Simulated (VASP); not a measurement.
# B6Ir (P6/mmm) in VASP: a series of runs, part 2 of 2

VASP 6.6.1. Earlier steps stand in the parts before.

## Step 4: Single point, PBE

This run uses another cell than the first one, of 8.82 Å³/atom.

File INCAR:

```
PREC = Accurate
ENCUT = 520
EDIFF = 1E-6
ISMEAR = 0
SIGMA = 0.1
LREAL = False
LASPH = True
NELM = 80
ALGO = Normal
ISIF = 2
LWAVE = False
LCHARG = False
GGA = PE
NBANDS = 22
```

File KPOINTS:

```
Automatic mesh
0
Gamma
  6 6 6
```

File POSCAR:

```
B6Ir
1.0
    4.6859510411      0.0000000000      0.0000000000
   -2.3429755206      4.0581526425      0.0000000000
    0.0000000000      0.0000000000      3.2459145368
B Ir
6 1
Direct
    0.2053358688      0.7946641312      0.5000000000
    0.2053358688      0.4106717377      0.5000000000
    0.5893282623      0.7946641312      0.5000000000
    0.7946641312      0.2053358688      0.5000000000
    0.7946641312      0.5893282623      0.5000000000
    0.4106717377      0.2053358688      0.5000000000
    0.0000000000      0.0000000000      0.0000000000
```

Potentials or basis: VASP PAW PBE potentials, release 64 (B, Ir).

Launch:

```console
$ cat potpaw_PBE.64/B/POTCAR potpaw_PBE.64/Ir/POTCAR > POTCAR
$ mpirun -np 1 vasp_std > vasp.out
```

OUTCAR:

```text
PREC = Accurate
   ENCUT = 520
   EDIFF = 1E-6
   ISMEAR = 0
   LREAL = False
   LASPH = True
   NELM = 80
   ISIF = 2
   GGA = PE

 ion  position               nearest neighbor table
   1  0.205  0.795  0.500-   5 1.67   6 1.67   3 1.80   2 1.80   7 2.33   7 2.33
   2  0.205  0.411  0.500-   4 1.67   6 1.67   3 1.80   1 1.80   7 2.33   7 2.33
   3  0.589  0.795  0.500-   4 1.67   5 1.67   2 1.80   1 1.80   7 2.33   7 2.33
   4  0.795  0.205  0.500-   2 1.67   3 1.67   6 1.80   5 1.80   7 2.33   7 2.33
   5  0.795  0.589  0.500-   1 1.67   3 1.67   6 1.80   4 1.80   7 2.33   7 2.33
   6  0.411  0.205  0.500-   1 1.67   2 1.67   5 1.80   4 1.80   7 2.33   7 2.33
   7  0.000  0.000  0.000-   1 2.33   4 2.33   1 2.33   4 2.33   3 2.33   3 2.33   6 2.33   6 2.33
                             2 2.33   5 2.33   5 2.33   2 2.33

  LATTYP: Found a hexagonal cell.
 ALAT       =     4.6859510411
 C/A-ratio  =     0.6926906637

  Lattice vectors:

 A1 = (   4.6859510411,   0.0000000000,   0.0000000000)
 A2 = (  -2.3429755206,   4.0581526425,   0.0000000000)
 A3 = (   0.0000000000,   0.0000000000,   3.2459145368)

Analysis of symmetry for initial positions (statically):
[... 182 lines left out ...]
  energy without entropy =      -47.10208497  energy(sigma->0) =      -47.10637652

 E-fermi :   7.2507     XC(G=0): -11.7664

 val. band max:        7.2076019219   @ k =   0.5000   0.0000   0.3333
 cond. band min:       7.2702749505   @ k =   0.3333   0.1667   0.1667
 fundamental gap:      0.0626730285
 Fermi energy:         7.2507331753

 k-point     1 :       0.0000    0.0000    0.0000
  band No.  band energies     occupation
      1      -8.2447      2.00000
      2      -2.5736      2.00000
      3      -2.3270      2.00000
      4      -2.3270      2.00000
      5      -1.0904      2.00000
      6      -0.5059      2.00000
[... 589 lines left out ...]
     21      13.8021      0.00000
     22      13.9841      0.00000

 [... further k-points ...]
[... 5 lines left out ...]
  --------------------------------------------------------------------------------------
  -------------------------------------------------------------------------------------
  Total        0.2273559      0.2273559      0.1898184     -0.0000000      0.0000000     -0.0000000
  in kB        5.9013813      5.9013813      4.9270361     -0.0000000      0.0000000     -0.0000000
  external PRESSURE =       5.5765995 kB  Pullay stress =       0.0000000 kB

 VOLUME and BASIS-vectors are now :
 -----------------------------------------------------------------------------
  energy-cutoff  :      520.00
  volume of cell :       61.73
      direct lattice vectors                 reciprocal lattice vectors
     4.685951041  0.000000000  0.000000000     0.213403851  0.123208771  0.000000000
    -2.342975521  4.058152642  0.000000000     0.000000000  0.246417542  0.000000000
     0.000000000  0.000000000  3.245914537     0.000000000  0.000000000  0.308079584

 POSITION                                       TOTAL-FORCE (eV/Angst)
 -----------------------------------------------------------------------------------
     -0.89968      3.22487      1.62296         0.048313     -0.027894      0.000000
     -0.00000      1.66657      1.62296        -0.000000      0.055788      0.000000
      0.89968      3.22487      1.62296        -0.048313     -0.027894      0.000000
      3.24266      0.83328      1.62296        -0.048313      0.027894     -0.000000
      2.34298      2.39158      1.62296         0.000000     -0.055788     -0.000000
      1.44329      0.83328      1.62296         0.048313      0.027894     -0.000000
      0.00000      0.00000      0.00000        -0.000000      0.000000      0.000000
 -----------------------------------------------------------------------------------
    total drift:                               -0.000000      0.000000      0.000000

  FREE ENERGIE OF THE ION-ELECTRON SYSTEM (eV)
  ---------------------------------------------------
  free  energy   TOTEN  =       -47.1106680748 eV

  energy  without entropy=      -47.1020849702  energy(sigma->0) =      -47.10637652
```

OSZICAR:

```text
N       E                     dE             d eps       ncg     rms          rms(c)
DAV:   1     0.130405191919E+03    0.13041E+03   -0.12062E+04  1232   0.111E+03
DAV:   2    -0.425792017727E+02   -0.17298E+03   -0.15989E+03  1316   0.266E+02
DAV:   3    -0.540251005424E+02   -0.11446E+02   -0.11049E+02  1634   0.657E+01
DAV:   4    -0.542924464937E+02   -0.26735E+00   -0.26562E+00  1548   0.970E+00
DAV:   5    -0.542979612970E+02   -0.55148E-02   -0.55102E-02  1638   0.132E+00    0.271E+01
DAV:   6    -0.505508773649E+02    0.37471E+01   -0.71079E+01  1638   0.602E+01    0.211E+01
DAV:   7    -0.472286679521E+02    0.33222E+01   -0.11743E+01  1700   0.430E+01    0.382E+00
DAV:   8    -0.471604996259E+02    0.68168E-01   -0.84179E-01  1500   0.536E+00    0.241E+00
DAV:   9    -0.471110819435E+02    0.49418E-01   -0.14310E-01  1570   0.268E+00    0.801E-01
DAV:  10    -0.471105487167E+02    0.53323E-03   -0.10944E-02  1482   0.755E-01    0.249E-01
DAV:  11    -0.471106330112E+02   -0.84295E-04   -0.84154E-04  1592   0.183E-01    0.372E-02
DAV:  12    -0.471106573056E+02   -0.24294E-04   -0.79382E-05  1512   0.739E-02    0.312E-02
DAV:  13    -0.471106680298E+02   -0.10724E-04   -0.21807E-05  1480   0.310E-02    0.656E-03
DAV:  14    -0.471106680748E+02   -0.45051E-07   -0.14199E-06   968   0.884E-03
   1 F= -.47110668E+02 E0= -.47106377E+02  d E =-.858310E-02
```

stdout:

```text
POSCAR found type information on POSCAR B Ir
 POSCAR found :  2 types and       7 ions
 scaLAPACK will be used
 LDA part: xc-table for (Slater+PW92), standard interpolation
 POSCAR, INCAR and KPOINTS ok, starting setup
 FFT: planning ... GRIDC
 FFT: planning ... GRID_SOFT
 FFT: planning ... GRID
 WAVECAR not read
 entering main loop
```

It took 23 s on 1 thread of AMD EPYC 9R45 (Zen 5), shared host; peak memory 0.16 GiB.

What came out:

| Property | Result |
| --- | --- |
| Free energy | -47.1107 eV |
| Pressure | 0.6 GPa |
| Largest force | 0.056 eV/Å |
| Band gap on the k mesh | zero (an odd number of electrons rules out a gap without spin polarisation) |

Forces in eV/Å, atoms in the order of the input:
```
B    0.048 -0.028  0.000
B    0.000  0.056  0.000
B   -0.048 -0.028  0.000
B   -0.048  0.028  0.000
B    0.000 -0.056  0.000
B    0.048  0.028  0.000
Ir   0.000  0.000  0.000
```

Levels at points of the mesh, in eV from the Fermi level:
```csv
k point,band 9,band 10,band 11,band 12,band 13,band 14,band 15,band 16,band 17,band 18
"(0.00, 0.00, 0.00)",-5.00,-3.94,-3.40,-2.57,-2.57,0.86,3.52,4.30,4.30,5.30
"(0.50, 0.00, 0.00)",-5.00,-4.70,-4.50,-2.08,-1.67,1.14,1.29,2.37,3.14,4.98
"(0.00, 0.00, 0.50)",-4.67,-4.67,-2.30,-1.05,-1.05,0.14,1.12,1.52,1.52,4.42
"(0.50, 0.00, 0.50)",-4.75,-4.09,-3.46,-2.30,-2.28,-1.79,0.25,1.39,1.47,3.51
```

Caveat: spin-orbit coupling is left out, which moves the levels of the heavy elements.

## Step 5: The runs side by side

```tsv
cell	k mesh	gap on the mesh (eV)	pressure (GPa)	largest force (eV/Å)
a = 4.123, b = 4.123, c = 3.874 Å, angles 90.0, 90.0, 120.0°, 7 atoms, atomic positions A	6 × 6 × 4	none	114.5	29.86
a = 4.679, b = 4.679, c = 3.252 Å, angles 90.0, 90.0, 120.0°, 7 atoms, atomic positions B	6 × 6 × 4	none	0.4	0.06
a = 4.686, b = 4.686, c = 3.246 Å, angles 90.0, 90.0, 120.0°, 7 atoms, atomic positions C	6 × 6 × 6	none	0.6	0.06
```

Alike in all rows: task single point; level PBE; potentials or basis VASP PAW PBE potentials, release 64 (B, Ir); no spin polarisation; cutoff (eV) 520; smearing gaussian 0.1 eV.

Caveats: some runs use coarse meshes; spin-orbit coupling is left out, which moves the levels of the heavy elements; forces of over 1 eV/Å act on the atoms, so gaps and moduli don't describe the material at rest (at least some runs).

Total energies depend on the potentials used, so only differences within one code and one set of settings carry meaning.

The gap in the log of VASP goes by the Fermi energy; the results here count the filled bands.